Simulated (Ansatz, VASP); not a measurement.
**ZnO: VASP beside Ansatz**

The input POSCAR:

```
ZnO
1.0
    2.6461709623      0.0000000000      0.0000000000
    0.0000000000      2.6461709623      0.0000000000
    0.0000000000      0.0000000000      2.6461709623
Zn O
1 1
Direct
    0.0000000000      0.0000000000      0.0000000000
    0.5000000000      0.5000000000      0.5000000000
```

File INCAR.step1:

```
PREC = Accurate ; ENCUT = 520
EDIFF = 1E-5 ; ISMEAR = -1
SIGMA = 0.02 ; LREAL = F
LASPH = T ; NELM = 100
ALGO = Normal ; ISIF = 2
LWAVE = T ; LCHARG = F
GGA = PE ; NBANDS = 16
```

INCAR.step2

```
PREC = Accurate ; ENCUT = 520
EDIFF = 1E-6 ; ISMEAR = -1
SIGMA = 0.02 ; LREAL = F
LASPH = T ; NELM = 100
ALGO = Normal ; ISIF = 2
LWAVE = F ; LCHARG = F
GGA = PE ; LHFCALC = T
HFSCREEN = 0.2079 ; PRECFOCK = Normal
ISTART = 1 ; NBANDS = 16
```

KPOINTS

```
regular mesh
0
Gamma
  4 4 4
```

Input for Ansatz:

```yaml
crystal:
  lattice:
    - [2.6461709623, 0.0, 0.0]
    - [0.0, 2.6461709623, 0.0]
    - [0.0, 0.0, 2.6461709623]
  atoms:
    - { symbol: Zn, position: [0.0, 0.0, 0.0] }
    - { symbol: O, position: [0.5, 0.5, 0.5] }
kpoints:
  mp_grid: { grid: [4, 4, 4] }
hamiltonian:
  xc: hse06
scf:
  occupations: { method: fermi_dirac, width: 0.02 }
  n_extra_bands: 4
  convergence: { dr2_threshold: 0.0001 }
  max_iter: 62
output:
  forces: true
  stress: true
  eigenvalues: true
```

Alike in both runs: task single point; functional HSE06; k mesh 4 × 4 × 4; occupations fermi-dirac, width 0.02 eV; no spin polarisation.

|  | VASP | Ansatz |
| --- | --- | --- |
| version | VASP 6.6.1 | Ansatz 0.2.0 |
| potentials or method | VASP PAW PBE potentials, release 64 (Zn, O) | plane waves |
| plane-wave cutoff (eV) | 520 | 420 |
| valence electrons in the cell | 18 | 18 |

Ansatz gave:

- gap on the k mesh at the Fermi level (eV): 0.88
- pressure (GPa): 0.0

Problem. Estimate VASP's values.

Solution. gap on the k mesh at the Fermi level (eV): 0.85; pressure (GPa): 1.0.

Ansatz's warnings: force scf threshold loose, stress exchange threshold loose, stress scf threshold loose.

The k mesh is coarse, so the values compare programs but aren't converged.
